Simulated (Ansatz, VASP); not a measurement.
## One calculation of Na, two programs

Contents of INCAR:

```
SYSTEM = Na
PREC = Accurate ; ENCUT = 520
EDIFF = 1E-7 ; ISMEAR = -1
SIGMA = 0.1 ; LREAL = .FALSE.
LASPH = .TRUE. ; NELM = 80
ALGO = Normal ; ISIF = 2
LWAVE = .FALSE. ; LCHARG = .TRUE.
GGA = PS ; LELF = .TRUE.
LVHAR = .TRUE. ; NBANDS = 14
```

KPOINTS

```
Automatic mesh
0
G
  8 8 8
  0 0 0
```

The input POSCAR:

```
Na
1.0
    0.0000000000      3.8860423581      3.8860423581
    3.8860423581      0.0000000000      3.8860423581
    3.8860423581      3.8860423581      0.0000000000
Na
2
Direct
    0.1250000000      0.1250000000      0.1250000000
    0.8750000000      0.8750000000      0.8750000000
```

Input for Ansatz:

```yaml
crystal:
  lattice:
    - [0.0, 3.8860423581, 3.8860423581]
    - [3.8860423581, 0.0, 3.8860423581]
    - [3.8860423581, 3.8860423581, 0.0]
  atoms:
    - { symbol: Na, position: [0.125, 0.125, 0.125] }
    - { symbol: Na, position: [0.875, 0.875, 0.875] }
hamiltonian:
  xc: pbesol
  pseudopotentials:
    kind: paw
    azcp:
      Na: "pseudopotentials/Na.paw.azcp"
basis:
  ecutwfc: 420
  fft_grid_basis: typed
kpoints:
  mp_grid: { grid: [8, 8, 8], shift: [0, 0, 0] }
magnetization:
  spin_polarized: false
scf:
  occupations: { method: fermi_dirac, width: 0.1 }
  lower_state_search: "off"
output:
  stress: true
```

Alike in both runs: task single point; functional PBEsol; k mesh 8 × 8 × 8; occupations fermi-dirac, width 0.1 eV; no spin polarisation.

|  | VASP | Ansatz |
| --- | --- | --- |
| version | VASP 6.6.1 | Ansatz 0.2.0 |
| potentials or method | VASP PAW PBE potentials, release 64 (Na_pv), cutoff 520 eV | plane waves (420 eV) with PAW, scalar-relativistic |
| valence electrons in the cell | 14 | 18 |

|  | VASP | Ansatz | Ansatz less VASP |
| --- | --- | --- | --- |
| pressure (GPa) | -0.3 | -0.3 | 0.00 |

VASP's potentials were made for PBE, not for PBEsol, and Ansatz warns of the same on its side. VASP's potentials hold 14 valence electrons a cell and Ansatz's 18, so a difference there can come from the potentials and not from the codes.
